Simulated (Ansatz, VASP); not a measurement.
Bi: VASP beside Ansatz

```xyz
2
Lattice="4.2840 0.0000 0.0000 -2.1420 3.7101 0.0000 0.0000 0.0000 28.0000" Properties=species:S:1:pos:R:3 pbc="T T T"
Bi    0.0000    2.4734   15.2865
Bi    2.1420    1.2367   12.7135
```

Alike in both runs: task single point; functional LDA; k mesh 9 × 9 × 1; occupations gaussian, width 0.02 eV; no spin polarisation.

```csv
,VASP,Ansatz
version,VASP 6.6.1,Ansatz 0.2.0
potentials or method,"VASP PAW LDA potentials, release 64 (Bi_d), cutoff 520 eV","scalar-relativistic, plane waves, PAW"
valence electrons in the cell,30,30
```

|  | VASP | Ansatz | Ansatz less VASP |
| --- | --- | --- | --- |
| gap on the k mesh at the Fermi level (eV) | none | none | - |
| rms of the force components (eV/Å) | 1.418 | 1.420 | +0.0021 |

LDA's correlation is that of Perdew and Zunger in VASP and of Perdew and Wang (1992) in Ansatz. Atom by atom the forces differ by 0.002 eV/Å (rms over components). A gap of «none» marks a metal or a gap that the smearing closes.

Neither program's run includes spin-orbit coupling.
